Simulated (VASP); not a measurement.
# Ca2B (P3_221) in VASP: single point with PBE

Aim: the single point of Ca2B with PBE.

Everything below comes from runs of VASP 6.6.1. Logs are shortened: lines on timing, memory, paths and dates and some standing lists are left out, and cuts for length are marked.

**1. The cell of the first run**

The structure is trigonal, space group P3_221 (No. 154). The conventional cell has a = 6.435 Å, b = 6.435 Å, c = 6.329 Å, α = 90.00°, β = 90.00°, γ = 120.00°. Ca (site symmetry 1) has 3 B at 2.66 to 3.13 Å and 7 Ca at 3.24 to 3.65 Å within 3.7 Å. B (site symmetry 2) has 6 Ca at 2.66 to 3.13 Å within 3.5 Å.

**2. Single point, PBE**

INCAR reads:

```
SYSTEM = Ca2B
  PREC = Accurate
  ENCUT = 520
  EDIFF = 1E-7
  ISMEAR = 0
  SIGMA = 0.1
  LREAL = .False.
  LASPH = .True.
  NELM = 60
  ALGO = Fast
  ISIF = 2
  LWAVE = .False.
  LCHARG = .False.
  GGA = PE
  NBANDS = 44
```

KPOINTS reads:

```
regular mesh
0
Gamma
  6 6 6
  0 0 0
```

POSCAR reads:

```
Ca2B
1.0
    6.4345354352      0.0000000000      0.0000000000
   -3.2172677176      5.5724711484      0.0000000000
    0.0000000000      0.0000000000      6.3289130730
Ca B
6 3
Direct
    0.3814969960      0.2915600781      0.2563309581
    0.7084399219      0.0899369179      0.9229976248
    0.9100630821      0.6185030040      0.5896642915
    0.2915600781      0.3814969960      0.7436690419
    0.0899369179      0.7084399219      0.0770023752
    0.6185030040      0.9100630821      0.4103357085
    0.3368709909      0.0000000000      0.6666666667
    0.0000000000      0.3368709909      0.3333333333
    0.6631290091      0.6631290091      0.0000000000
```

Potentials or basis: VASP PAW PBE potentials, release 64 (Ca_sv, B).

Run with:

```console
> cat potpaw_PBE.64/Ca_sv/POTCAR potpaw_PBE.64/B/POTCAR > POTCAR
> mpirun -np 1 vasp_std > vasp.out
```

OUTCAR:

```text
SYSTEM = Ca2B
   PREC = Accurate
   ENCUT = 520
   EDIFF = 1E-7
   ISMEAR = 0
   LREAL = .False.
   LASPH = .True.
   NELM = 60
   ISIF = 2
   GGA = PE

 ion  position               nearest neighbor table
   1  0.381  0.292  0.256-   8 2.66
   2  0.708  0.090  0.923-   9 2.66
   3  0.910  0.619  0.590-   7 2.66
   4  0.292  0.381  0.744-   7 2.66
   5  0.090  0.708  0.077-   9 2.66
   6  0.619  0.910  0.410-   8 2.66
   7  0.337  0.000  0.667-   3 2.66   4 2.66
   8  0.000  0.337  0.333-   6 2.66   1 2.66
   9  0.663  0.663  0.000-   2 2.66   5 2.66

  LATTYP: Found a hexagonal cell.
 ALAT       =     6.4345354352
 C/A-ratio  =     0.9835850835

  Lattice vectors:

 A1 = (   6.4345354352,   0.0000000000,   0.0000000000)
 A2 = (  -3.2172677176,   5.5724711484,   0.0000000000)
 A3 = (   0.0000000000,   0.0000000000,   6.3289130730)

Analysis of symmetry for initial positions (statically):
=====================================================================
 Subroutine PRICEL returns:
 Original cell was already a primitive cell.

 Routine SETGRP: Setting up the symmetry group for a
 hexagonal supercell.

 Subroutine GETGRP returns: Found  6 space group operations
 (whereof  2 operations were pure point group operations)
 out of a pool of 24 trial point group operations.

The static configuration has the point symmetry C_2 .
 The point group associated with its full space group is D_3 .

Analysis of symmetry for dynamics (positions and initial velocities):
=====================================================================
 Subroutine PRICEL returns:
 Original cell was already a primitive cell.

 Routine SETGRP: Setting up the symmetry group for a
 hexagonal supercell.

 Subroutine GETGRP returns: Found  6 space group operations
 (whereof  2 operations were pure point group operations)
 out of a pool of 24 trial point group operations.

The dynamic configuration has the point symmetry C_2 .
 The point group associated with its full space group is D_3 .

 Subroutine INISYM returns: Found  6 space group operations
 (whereof  2 operations are pure point group operations),
 and found     1 'primitive' translations

----------------------------------------------------------------------------------------

                                     Primitive cell

  volume of cell :     226.9312

  direct lattice vectors                    reciprocal lattice vectors
     6.434535435  0.000000000  0.000000000     0.155411375  0.089726799  0.000000000
    -3.217267718  5.572471148  0.000000000     0.000000000  0.179453598  0.000000000
     0.000000000  0.000000000  6.328913073     0.000000000  0.000000000  0.158005014

  length of vectors
     6.434535435  6.434535435  6.328913073     0.179453598  0.179453598  0.158005014

  position of ions in fractional coordinates (direct lattice)
     0.381496996  0.291560078  0.256330958
     0.708439922  0.089936918  0.922997625
     0.910063082  0.618503004  0.589664292
     0.291560078  0.381496996  0.743669042
     0.089936918  0.708439922  0.077002375
     0.618503004  0.910063082  0.410335709
     0.336870991  0.000000000  0.666666667
     0.000000000  0.336870991  0.333333333
     0.663129009  0.663129009  0.000000000

  ion indices of the primitive-cell ions
   primitive index   ion index
                 1           1
                 2           2
                 3           3
                 4           4
                 5           5
                 6           6
                 7           7
                 8           8
                 9           9

----------------------------------------------------------------------------------------

 KPOINTS: regular mesh

Automatic generation of k-mesh.
 Grid dimensions read from file:
 generate k-points for:    6    6    6

 Generating k-lattice:

  Cartesian coordinates                     Fractional coordinates (reciprocal lattice)
     0.025901896  0.014954467  0.000000000     0.166666667  0.000000000  0.000000000
     0.000000000  0.029908933  0.000000000     0.000000000  0.166666667  0.000000000
     0.000000000  0.000000000  0.026334169     0.000000000  0.000000000  0.166666667

  Length of vectors
     0.029908933  0.029908933  0.026334169

  Shift w.r.t. Gamma in fractional coordinates (k-lattice)
     0.000000000  0.000000000  0.000000000

 Subroutine IBZKPT returns following result:
 ===========================================

 Found     34 irreducible k-points:

 Following reciprocal coordinates:
            Coordinates               Weight
  0.000000  0.000000  0.000000      1.000000
  0.166667 -0.000000  0.000000      6.000000
  0.333333  0.000000  0.000000      6.000000
  0.500000  0.000000  0.000000      3.000000
  0.166667  0.166667  0.000000      6.000000
  0.333333  0.166667  0.000000     12.000000
[... 16 lines left out ...]
  0.500000  0.000000  0.333333      6.000000
  0.166667  0.166667  0.333333     12.000000
 [... further k-points ...]
   k-points           NKPTS =     34   k-points in BZ     NKDIM =     34   number of bands    NBANDS=     44
   number of dos      NEDOS =    301   number of ions     NIONS =      9
   total plane-waves  NPLWV = 110592
   dimension x,y,z NGX =    48 NGY =   48 NGZ =   48
   dimension x,y,z NGXF=    96 NGYF=   96 NGZF=   96
   ions per type =               6   3
   NGX,Y,Z   is equivalent  to a cutoff of  12.40, 12.40, 12.61 a.u.
   NGXF,Y,Z  is equivalent  to a cutoff of  24.80, 24.80, 25.22 a.u.
 SYSTEM =  Ca2B
   PREC   = accura    normal or accurate (medium, high low for compatibility)
   ISTART =      0    job   : 0-new  1-cont  2-samecut
   ICHARG =      2    charge: 1-file 2-atom 10-const
   ISPIN  =      1    spin polarized calculation?
   LNONCOLLINEAR =      F non collinear calculations
   LSORBIT =      F    spin-orbit coupling
   LASPH  =      T    aspherical Exc in radial PAW
   ENCUT  =  520.0 eV  38.22 Ry    6.18 a.u.  11.96 11.96 11.77*2*pi/ulx,y,z
   NELM   =     60;   NELMIN=  2; NELMDL= -5     # of ELM steps
   EDIFF  = 0.1E-06   stopping-criterion for ELM
   LREAL  =      F    real-space projection
   EDIFFG = 0.1E-05   stopping-criterion for IOM
   NSW    =      0    number of steps for IOM
   IBRION =     -1    ionic relax: 0-MD 1-quasi-New 2-CG
   NFREE  =      0    steps in history (QN), initial steepest desc. (CG)
   ISIF   =      2    stress and relaxation
   ISYM   =      2    0-nonsym 1-usesym 2-fastsym
   POTIM  = 0.5000    time-step for ionic-motion
   TEBEG  =    0.0;   TEEND  =   0.0 temperature during run
   PSTRESS=    0.0 pullay stress
   NELECT =      69.0000    total number of electrons
   NUPDOWN=      -1.0000    fix difference up-down
   EMIN   =  10.00;   EMAX   =-10.00  energy-range for DOS
   EFERMI =   0.00;   METHOD = LEGACY
   ISMEAR =     0;   SIGMA  =   0.10  broadening in eV -4-tet -1-fermi 0-gaus
   EFERMI_NEDOS =   21; number of points for ismear=-14 and -15
   IALGO  =     68    algorithm
   IMIX   =      4    mixing-type and parameters
     AMIX     =   0.40;   BMIX     =  1.00
     AMIX_MAG =   1.60;   BMIX_MAG =  1.00
  volume/ion in A,a.u.               =      25.21       170.16
  Fermi-wavevector in a.u.,A,eV,Ry     =   1.100846  2.080297 16.488375  1.211861
  Thomas-Fermi vector in A             =   2.237263
   LORBIT       =      0    0 simple, 1 ext, 2 COOP (PROOUT), +10 PAW based schemes
   GGA     = PE    functional components
   LHFCALC =     F    Hartree Fock is set to
   AEXX    =    0.0000 exact exchange contribution
   IVDW    =     0    specifies the selected vdW correction
   LEPSILON=     F    determine dielectric tensor
   LRPA    =     F    only Hartree local field effects (RPA)
 non-spin polarized calculation
 RMM-DIIS sequential band-by-band and
 Gauss-broadening in eV      SIGMA  =   0.10
  energy-cutoff  :      520.00
  volume of cell :      226.93
 maximum number of plane-waves:      6150
   NGX = 23   NGY = 23   NGZ = 23

 number of electron      69.0000003 magnetization

 Free energy of the ion-electron system (eV)
  ---------------------------------------------------
  ext. energy  EPLUGINS =         0.00000000
  ---------------------------------------------------
  free energy    TOTEN  =       -25.94264537 eV

  energy without entropy =      -25.89645640  energy(sigma->0) =      -25.91955089

 E-fermi :   2.6478     XC(G=0):  -8.7935

 val. band max:        2.6351847631   @ k =   0.1667   0.1667   0.3333
 cond. band min:       2.6482320000   @ k =   0.3333   0.1667   0.1667
 fundamental gap:      0.0130472368
 Fermi energy:         2.6477899594

 k-point     1 :       0.0000    0.0000    0.0000
  band No.  band energies     occupation
      1     -38.3566      2.00000
      2     -38.3249      2.00000
      3     -38.3249      2.00000
      4     -38.3014      2.00000
      5     -38.3014      2.00000
      6     -38.2897      2.00000
[... 36 lines left out ...]
     43       5.0633      0.00000
     44       5.3831      0.00000

 k-point     2 :       0.1667   -0.0000    0.0000
  band No.  band energies     occupation
      1     -38.3544      2.00000
      2     -38.3268      2.00000
      3     -38.3261      2.00000
      4     -38.3007      2.00000
      5     -38.3005      2.00000
      6     -38.2902      2.00000
[... 36 lines left out ...]
     43       4.9648      0.00000
     44       5.0039      0.00000

 k-point     3 :       0.3333    0.0000    0.0000
  band No.  band energies     occupation
      1     -38.3485      2.00000
      2     -38.3324      2.00000
      3     -38.3282      2.00000
      4     -38.2993      2.00000
      5     -38.2990      2.00000
      6     -38.2913      2.00000
[... 976 lines left out ...]
     43       4.7257      0.00000
     44       4.9020      0.00000

 k-point    24 :       0.1667    0.1667    0.3333
  band No.  band energies     occupation
      1     -38.3404      2.00000
      2     -38.3266      2.00000
      3     -38.3186      2.00000
      4     -38.3112      2.00000
      5     -38.3024      2.00000
      6     -38.2999      2.00000
[... 36 lines left out ...]
     43       4.7663      0.00000
     44       4.9834      0.00000

 [... further k-points ...]

------------------------ aborting loop because EDIFF is reached ----------------------------------------

  FORCE on cell =-STRESS in cart. coord.  units (eV):
  Direction    XX          YY          ZZ          XY          YZ          ZX
  --------------------------------------------------------------------------------------
  -------------------------------------------------------------------------------------
  Total        0.2326379      0.2326379      0.2351487     -0.0000000     -0.0000000      0.0000000
  in kB        1.6424680      1.6424680      1.6601949     -0.0000000     -0.0000000      0.0000000
  external PRESSURE =       1.6483770 kB  Pullay stress =       0.0000000 kB

 VOLUME and BASIS-vectors are now :
 -----------------------------------------------------------------------------
  energy-cutoff  :      520.00
  volume of cell :      226.93
      direct lattice vectors                 reciprocal lattice vectors
     6.434535435  0.000000000  0.000000000     0.155411375  0.089726799  0.000000000
    -3.217267718  5.572471148  0.000000000     0.000000000  0.179453598  0.000000000
     0.000000000  0.000000000  6.328913073     0.000000000  0.000000000  0.158005014

 POSITION                                       TOTAL-FORCE (eV/Angst)
 -----------------------------------------------------------------------------------
      1.51673      1.62471      1.62230         0.001707     -0.000971     -0.001383
      4.26913      0.50117      5.84157        -0.000013      0.001964     -0.001383
      3.86594      3.44659      3.73193        -0.001694     -0.000993     -0.001383
      0.64868      2.12588      4.70662        -0.001694      0.000993      0.001383
     -1.70054      3.94776      0.48734         0.001707      0.000971      0.001383
      1.05186      5.07130      2.59698        -0.000013     -0.001964      0.001383
      2.16761      0.00000      4.21928        -0.009725      0.000000      0.000000
     -1.08380      1.87720      2.10964         0.004863     -0.008422      0.000000
      2.13346      3.69527      0.00000         0.004863      0.008422      0.000000
 -----------------------------------------------------------------------------------
    total drift:                               -0.000000     -0.000000      0.000000

  FREE ENERGIE OF THE ION-ELECTRON SYSTEM (eV)
  ---------------------------------------------------
  free  energy   TOTEN  =       -25.9426453687 eV

  energy  without entropy=      -25.8964564022  energy(sigma->0) =      -25.91955089
```

Wall time 31 min (1 thread of AMD EPYC 7R13, shared host); peak memory 0.45 GiB.

What came out:

```
Free energy            : -25.9426 eV
Pressure               : 0.2 GPa
Largest force          : 0.010 eV/Å
Band gap on the k mesh : zero (an odd number of electrons rules out a gap without spin polarisation)
```

Forces in eV/Å, atoms in the order of the input:
```
Ca   0.002 -0.001 -0.001
Ca   0.000  0.002 -0.001
Ca  -0.002 -0.001 -0.001
Ca  -0.002  0.001  0.001
Ca   0.002  0.001  0.001
Ca   0.000 -0.002  0.001
B   -0.010  0.000  0.000
B    0.005 -0.008  0.000
B    0.005  0.008  0.000
```
